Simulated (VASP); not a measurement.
# Ti3Al4Ni (P4/mmm) in VASP: single point with PBE

Aim: the single point of Ti3Al4Ni with PBE.

Everything below comes from runs of VASP 6.6.1. Logs are shortened: lines on timing, memory, paths and dates and some standing lists are left out, and cuts for length are marked.

### 1 The cell of the first run

It takes space group P4/mmm (No. 123, tetragonal). The conventional cell has a = 5.820 Å, b = 5.820 Å, c = 3.620 Å, α = 90.00°, β = 90.00°, γ = 90.00°. Ti (site symmetry 4/mmm) has 8 Al at 2.86 Å and 6 Ti at 2.91 to 3.62 Å within 3.8 Å. Within 3.7 Å of Ti (site symmetry mmm) lie 8 Al at 2.74 Å and 4 Ti at 2.91 to 3.62 Å and 2 Ni at 2.91 Å. Within 3.9 Å of Al (site symmetry m2m) lie 2 Ni at 2.63 Å and 7 Al at 2.69 to 3.81 Å and 6 Ti at 2.74 to 2.86 Å. Within 3.7 Å of Ni (site symmetry 4/mmm) lie 8 Al at 2.63 Å and 4 Ti at 2.91 Å and 2 Ni at 3.62 Å.

### 2 Single point, PBE

Contents of POSCAR:

```
Ti3Al4Ni
1.0
    5.8200008000      0.0000000000      0.0000000000
    0.0000000000      5.8200008000      0.0000000000
    0.0000000000      0.0000000000      3.6196499000
Ti Al Ni
3 4 1
Direct
    0.0000000000      0.0000000000      0.5000000000
    0.0000000000      0.5000000000      0.5000000000
    0.5000000000      0.0000000000      0.5000000000
    0.7314970000      0.7314970000      0.0000000000
    0.7314970000      0.2685030000      0.0000000000
    0.2685030000      0.7314970000      0.0000000000
    0.2685030000      0.2685030000      0.0000000000
    0.5000000000      0.5000000000      0.5000000000
```

Contents of INCAR.step1:

```
PREC     = Accurate       # precision mode
ENCUT    = 520            # plane-wave cutoff, eV
EDIFF    = 1E-6           # SCF threshold, eV
ISMEAR   = 0              # smearing method
SIGMA    = 0.1            # smearing width, eV
LREAL    = False          # projectors in reciprocal space
LASPH    = True           # aspherical terms in the spheres
NELM     = 100            # most SCF steps
ALGO     = Fast           # electronic algorithm
ISIF     = 2              # what is computed and relaxed
LWAVE    = False          # write WAVECAR
LCHARG   = True           # write CHGCAR
LMAXMIX  = 4              # l up to which the mixer works
GGA      = PE             # functional
NBANDS   = 39             # bands
```

Contents of KPOINTS.step1:

```
Automatic mesh
0
Gamma
  6 6 10
```

Contents of INCAR.step2:

```
PREC     = Accurate       # precision mode
ENCUT    = 520            # plane-wave cutoff, eV
EDIFF    = 1E-6           # SCF threshold, eV
ISMEAR   = -5             # smearing method
SIGMA    = 0.1            # smearing width, eV
LREAL    = False          # projectors in reciprocal space
LASPH    = True           # aspherical terms in the spheres
NELM     = 100            # most SCF steps
ALGO     = Fast           # electronic algorithm
ISIF     = 2              # what is computed and relaxed
LWAVE    = False          # write WAVECAR
LCHARG   = False          # write CHGCAR
LMAXMIX  = 4              # l up to which the mixer works
GGA      = PE             # functional
LORBIT   = 11             # projections on sites
NEDOS    = 1001           # points of the DOS
ICHARG   = 11             # starting density
```

Contents of KPOINTS.step2:

```
Automatic mesh
0
Gamma
  9 9 15
```

Potentials or basis: VASP PAW PBE potentials, release 64 (Ti_sv, Al, Ni).

The run is started by

```console
> cat potpaw_PBE.64/Ti_sv/POTCAR potpaw_PBE.64/Al/POTCAR potpaw_PBE.64/Ni/POTCAR > POTCAR
> cp INCAR.step1 INCAR
> cp KPOINTS.step1 KPOINTS
> mpirun -np 1 vasp_std > vasp.out
> cp INCAR.step2 INCAR
> cp KPOINTS.step2 KPOINTS
> mpirun -np 1 vasp_std > vasp.out
```

OUTCAR:

```text
PREC = Accurate
   ENCUT = 520
   EDIFF = 1E-6
   ISMEAR = -5
   LREAL = False
   LASPH = True
   NELM = 100
   ISIF = 2
   GGA = PE
   LORBIT = 11
   ICHARG = 11

 ion  position               nearest neighbor table
   1  0.000  0.000  0.500-   4 2.86   5 2.86   6 2.86   7 2.86   4 2.86   5 2.86   6 2.86   7 2.86
                             2 2.91   3 2.91   2 2.91   3 2.91
   2  0.000  0.500  0.500-   4 2.74   5 2.74   6 2.74   7 2.74   4 2.74   5 2.74   6 2.74   7 2.74
                             1 2.91   8 2.91   1 2.91   8 2.91
   3  0.500  0.000  0.500-   4 2.74   5 2.74   6 2.74   7 2.74   4 2.74   5 2.74   6 2.74   7 2.74
                             1 2.91   8 2.91   8 2.91   1 2.91
   4  0.731  0.731  0.000-   8 2.63   8 2.63   5 2.69   6 2.69   2 2.74   2 2.74   3 2.74   3 2.74
                             1 2.86   1 2.86   6 3.13   5 3.13
   5  0.731  0.269  0.000-   8 2.63   8 2.63   4 2.69   7 2.69   2 2.74   2 2.74   3 2.74   3 2.74
                             1 2.86   1 2.86   7 3.13   4 3.13
   6  0.269  0.731  0.000-   8 2.63   8 2.63   4 2.69   7 2.69   2 2.74   2 2.74   3 2.74   3 2.74
                             1 2.86   1 2.86   7 3.13   4 3.13
   7  0.269  0.269  0.000-   8 2.63   8 2.63   5 2.69   6 2.69   2 2.74   2 2.74   3 2.74   3 2.74
                             1 2.86   1 2.86   6 3.13   5 3.13
   8  0.500  0.500  0.500-   4 2.63   5 2.63   6 2.63   7 2.63   4 2.63   5 2.63   6 2.63   7 2.63
                             2 2.91   3 2.91   3 2.91   2 2.91

  LATTYP: Found a simple tetragonal cell.
 ALAT       =     5.8200008000
 C/A-ratio  =     0.6219328870

  Lattice vectors:

 A1 = (   5.8200008000,   0.0000000000,   0.0000000000)
 A2 = (   0.0000000000,   5.8200008000,   0.0000000000)
 A3 = (   0.0000000000,   0.0000000000,   3.6196499000)

Analysis of symmetry for initial positions (statically):
=====================================================================
 Subroutine PRICEL returns:
 Original cell was already a primitive cell.

 Routine SETGRP: Setting up the symmetry group for a
 simple tetragonal supercell.

 Subroutine GETGRP returns: Found 16 space group operations
 (whereof 16 operations were pure point group operations)
 out of a pool of 16 trial point group operations.

The static configuration has the point symmetry D_4h.

Analysis of symmetry for dynamics (positions and initial velocities):
=====================================================================
 Subroutine PRICEL returns:
 Original cell was already a primitive cell.

 Routine SETGRP: Setting up the symmetry group for a
 simple tetragonal supercell.

 Subroutine GETGRP returns: Found 16 space group operations
 (whereof 16 operations were pure point group operations)
 out of a pool of 16 trial point group operations.

The dynamic configuration has the point symmetry D_4h.

 Subroutine INISYM returns: Found 16 space group operations
 (whereof 16 operations are pure point group operations),
 and found     1 'primitive' translations

----------------------------------------------------------------------------------------

                                     Primitive cell

  volume of cell :     122.6063

  direct lattice vectors                    reciprocal lattice vectors
     5.820000800  0.000000000  0.000000000     0.171821282  0.000000000  0.000000000
     0.000000000  5.820000800  0.000000000     0.000000000  0.171821282  0.000000000
     0.000000000  0.000000000  3.619649900     0.000000000  0.000000000  0.276269813

  length of vectors
     5.820000800  5.820000800  3.619649900     0.171821282  0.171821282  0.276269813

  position of ions in fractional coordinates (direct lattice)
     0.000000000  0.000000000  0.500000000
     0.000000000  0.500000000  0.500000000
     0.500000000  0.000000000  0.500000000
     0.731497000  0.731497000  0.000000000
     0.731497000  0.268503000  0.000000000
     0.268503000  0.731497000  0.000000000
     0.268503000  0.268503000  0.000000000
     0.500000000  0.500000000  0.500000000

  ion indices of the primitive-cell ions
   primitive index   ion index
                 1           1
                 2           2
                 3           3
                 4           4
                 5           5
                 6           6
                 7           7
                 8           8

----------------------------------------------------------------------------------------

 KPOINTS: Automatic mesh

Automatic generation of k-mesh.
 Grid dimensions read from file:
 generate k-points for:    9    9   15

 Generating k-lattice:

  Cartesian coordinates                     Fractional coordinates (reciprocal lattice)
     0.019091254  0.000000000  0.000000000     0.111111111  0.000000000  0.000000000
     0.000000000  0.019091254  0.000000000     0.000000000  0.111111111  0.000000000
     0.000000000  0.000000000  0.018417988     0.000000000  0.000000000  0.066666667

  Length of vectors
     0.019091254  0.019091254  0.018417988

  Shift w.r.t. Gamma in fractional coordinates (k-lattice)
     0.000000000  0.000000000  0.000000000

 TETIRR: Found   1798 inequivalent tetrahedra from     7290

 Subroutine IBZKPT returns following result:
 ===========================================

 Found    120 irreducible k-points:

 Following reciprocal coordinates:
            Coordinates               Weight
  0.000000  0.000000  0.000000      1.000000
  0.111111  0.000000  0.000000      4.000000
  0.222222  0.000000  0.000000      4.000000
  0.333333  0.000000  0.000000      4.000000
  0.444444  0.000000  0.000000      4.000000
  0.111111  0.111111  0.000000      4.000000
[... 16 lines left out ...]
  0.333333  0.111111  0.066667     16.000000
  0.444444  0.111111  0.066667     16.000000
 [... further k-points ...]
   k-points           NKPTS =    120   k-points in BZ     NKDIM =    120   number of bands    NBANDS=     34
   number of dos      NEDOS =   1001   number of ions     NIONS =      8
   total plane-waves  NPLWV =  64512
   dimension x,y,z NGX =    48 NGY =   48 NGZ =   28
   dimension x,y,z NGXF=    96 NGYF=   96 NGZF=   56
   ions per type =               3   4   1
   NGX,Y,Z   is equivalent  to a cutoff of  13.71, 13.71, 12.86 a.u.
   NGXF,Y,Z  is equivalent  to a cutoff of  27.42, 27.42, 25.72 a.u.
 SYSTEM =  unknown system
   PREC   = accura    normal or accurate (medium, high low for compatibility)
   ISTART =      0    job   : 0-new  1-cont  2-samecut
   ICHARG =     11    charge: 1-file 2-atom 10-const
   ISPIN  =      1    spin polarized calculation?
   LNONCOLLINEAR =      F non collinear calculations
   LSORBIT =      F    spin-orbit coupling
   LASPH  =      T    aspherical Exc in radial PAW
   ENCUT  =  520.0 eV  38.22 Ry    6.18 a.u.  10.82 10.82  6.73*2*pi/ulx,y,z
   NELM   =    100;   NELMIN=  2; NELMDL=  0     # of ELM steps
   EDIFF  = 0.1E-05   stopping-criterion for ELM
   LREAL  =      F    real-space projection
   EDIFFG = 0.1E-04   stopping-criterion for IOM
   NSW    =      0    number of steps for IOM
   IBRION =     -1    ionic relax: 0-MD 1-quasi-New 2-CG
   NFREE  =      0    steps in history (QN), initial steepest desc. (CG)
   ISIF   =      2    stress and relaxation
   ISYM   =      2    0-nonsym 1-usesym 2-fastsym
   POTIM  = 0.5000    time-step for ionic-motion
   TEBEG  =    0.0;   TEEND  =   0.0 temperature during run
   PSTRESS=    0.0 pullay stress
   NELECT =      58.0000    total number of electrons
   NUPDOWN=      -1.0000    fix difference up-down
   EMIN   =  10.00;   EMAX   =-10.00  energy-range for DOS
   EFERMI =   0.00;   METHOD = LEGACY
   ISMEAR =    -5;   SIGMA  =   0.10  broadening in eV -4-tet -1-fermi 0-gaus
   EFERMI_NEDOS =   21; number of points for ismear=-14 and -15
   IALGO  =     68    algorithm
   IMIX   =      4    mixing-type and parameters
     AMIX     =   0.40;   BMIX     =  1.00
     AMIX_MAG =   1.60;   BMIX_MAG =  1.00
  volume/ion in A,a.u.               =      15.33       103.42
  Fermi-wavevector in a.u.,A,eV,Ry     =   1.275596  2.410528 22.138667  1.627146
  Thomas-Fermi vector in A             =   2.408300
   LORBIT       =     11    0 simple, 1 ext, 2 COOP (PROOUT), +10 PAW based schemes
   GGA     = PE    functional components
   LHFCALC =     F    Hartree Fock is set to
   AEXX    =    0.0000 exact exchange contribution
   IVDW    =     0    specifies the selected vdW correction
   LEPSILON=     F    determine dielectric tensor
   LRPA    =     F    only Hartree local field effects (RPA)
 non-spin polarized calculation
 RMM-DIIS sequential band-by-band and
 Fermi weights with tetrahedron method with Bloechl corrections
  energy-cutoff  :      520.00
  volume of cell :      122.61
 maximum number of plane-waves:      3333
 NGX is ok and might be reduce to    48

 number of electron      58.0000035 magnetization

 Free energy of the ion-electron system (eV)
  ---------------------------------------------------
  ext. energy  EPLUGINS =         0.00000000
  ---------------------------------------------------
  free energy    TOTEN  =       -47.04429518 eV

  energy without entropy =      -47.04429518  energy(sigma->0) =      -47.04429518

 E-fermi :   8.4319     XC(G=0): -11.1910

 val. band max:        8.4542078200   @ k =   0.0000   0.0000   0.2000
 cond. band min:       8.4270204145   @ k =   0.2222   0.0000   0.2000
 fundamental gap:     -0.0271874055
 Fermi energy:         8.4319131162

 k-point     1 :       0.0000    0.0000    0.0000
  band No.  band energies     occupation
      1     -48.2618      2.00000
      2     -48.0940      2.00000
      3     -48.0899      2.00000
      4     -24.6651      2.00000
      5     -24.5787      2.00000
      6     -24.5787      2.00000
[... 26 lines left out ...]
     33       9.6595      0.00000
     34      10.3195      0.00000

 k-point     2 :       0.1111    0.0000    0.0000
  band No.  band energies     occupation
      1     -48.2616      2.00000
      2     -48.0941      2.00000
      3     -48.0902      2.00000
      4     -24.6650      2.00000
      5     -24.5784      2.00000
      6     -24.5689      2.00000
[... 26 lines left out ...]
     33       9.7602      0.00000
     34       9.8855      0.00000
[... 775 lines left out ...]
     33       9.6293      0.00000
     34       9.7221      0.00000

 k-point    24 :       0.4444    0.1111    0.0667
  band No.  band energies     occupation
      1     -48.2591      2.00000
      2     -48.0944      2.00000
      3     -48.0921      2.00000
      4     -24.6655      2.00000
      5     -24.5660      2.00000
      6     -24.4665      2.00000
[... 26 lines left out ...]
     33       9.4768      0.00000
     34      10.3016      0.00000

 [... further k-points ...]
[... 5 lines left out ...]
  --------------------------------------------------------------------------------------
  -------------------------------------------------------------------------------------
  Total        0.4606515      0.4606515      0.6251829      0.0000000      0.0000000      0.0000000
  in kB        6.0196392      6.0196392      8.1696797      0.0000000      0.0000000      0.0000000
  external PRESSURE =       6.7363194 kB  Pullay stress =       0.0000000 kB

 VOLUME and BASIS-vectors are now :
 -----------------------------------------------------------------------------
  energy-cutoff  :      520.00
  volume of cell :      122.61
      direct lattice vectors                 reciprocal lattice vectors
     5.820000800  0.000000000  0.000000000     0.171821282  0.000000000  0.000000000
     0.000000000  5.820000800  0.000000000     0.000000000  0.171821282  0.000000000
     0.000000000  0.000000000  3.619649900     0.000000000  0.000000000  0.276269813

 POSITION                                       TOTAL-FORCE (eV/Angst)
 -----------------------------------------------------------------------------------
      0.00000      0.00000      1.80982        -0.000000      0.000000      0.000000
      0.00000      2.91000      1.80982        -0.000000      0.000000      0.000000
      2.91000      0.00000      1.80982        -0.000000      0.000000      0.000000
      4.25731      4.25731      0.00000        -0.013125     -0.013125      0.000000
      4.25731      1.56269      0.00000        -0.013125      0.013125     -0.000000
      1.56269      4.25731      0.00000         0.013125     -0.013125      0.000000
      1.56269      1.56269      0.00000         0.013125      0.013125      0.000000
      2.91000      2.91000      1.80982        -0.000000      0.000000      0.000000
 -----------------------------------------------------------------------------------
    total drift:                                0.000000      0.000000     -0.000000

  FREE ENERGIE OF THE ION-ELECTRON SYSTEM (eV)
  ---------------------------------------------------
  free  energy   TOTEN  =       -47.0442951838 eV

  energy  without entropy=      -47.0442951838  energy(sigma->0) =      -47.04429518

 total charge

# of ion       s       p       d       tot
------------------------------------------
    1        2.210   6.114   1.914  10.237
    2        2.184   6.122   1.985  10.291
    3        2.184   6.122   1.985  10.291
    4        0.415   0.414   0.000   0.829
    5        0.415   0.414   0.000   0.829
    6        0.415   0.414   0.000   0.829
    7        0.415   0.414   0.000   0.829
    8        0.452   0.430   8.424   9.306
--------------------------------------------------
tot          8.692  20.443  14.306  43.441
```

Wall time 19 min (1 thread of Intel Xeon 6975P-C (Granite Rapids), shared host); peak memory 0.56 GiB.

Results:

```
Valence electrons inside the program's atomic spheres : Ti 10.24, 10.29 (each value once); Al 0.83; Ni 9.31
```

Caveat: tetrahedron occupations give inexact forces and stress in metals. Spin polarisation is off, so any magnetic state and its effect on volume and gap are missing.
